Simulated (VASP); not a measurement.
A run of VASP 6.6.1 is set up as follows.

The input INCAR:

```
  PREC = Accurate
  ENCUT = 600
  EDIFF = 1E-6
  ISMEAR = 0
  SIGMA = 0.02
  LREAL = False
  LASPH = True
  NELM = 120
  ALGO = Normal
  ISIF = 2
  LWAVE = False
  LCHARG = True
  GGA = PE
  LELF = True
  LVHAR = True
  NBANDS = 11
  GGA_COMPAT = False
```

Contents of KPOINTS:

```
regular mesh
0
Gamma
  10 10 10
```

Contents of POSCAR:

```
AlN
1.0
    0.0000000000      2.0353764639      2.0353764639
    2.0353764639      0.0000000000      2.0353764639
    2.0353764639      2.0353764639      0.0000000000
Al N
1 1
Direct
    0.0000000000      0.0000000000      0.0000000000
    0.5000000000      0.5000000000      0.5000000000
```

Potentials or basis: VASP PAW PBE potentials, release 64 (Al, N).

Command:

```sh
$ cat potpaw_PBE.64/Al/POTCAR potpaw_PBE.64/N/POTCAR > POTCAR
$ mpirun -np 1 vasp_std > vasp.out
```

**Question.** Estimate the pressure.

**Answer.** -0.5 GPa.

**Question.** What does it give for the band gap on the k mesh?

**Answer.** 4.41 eV, indirect (least direct gap 5.39 eV).

A k mesh can miss the band edges. A hybrid or GW would open this gap; PBE tends to underestimate it.
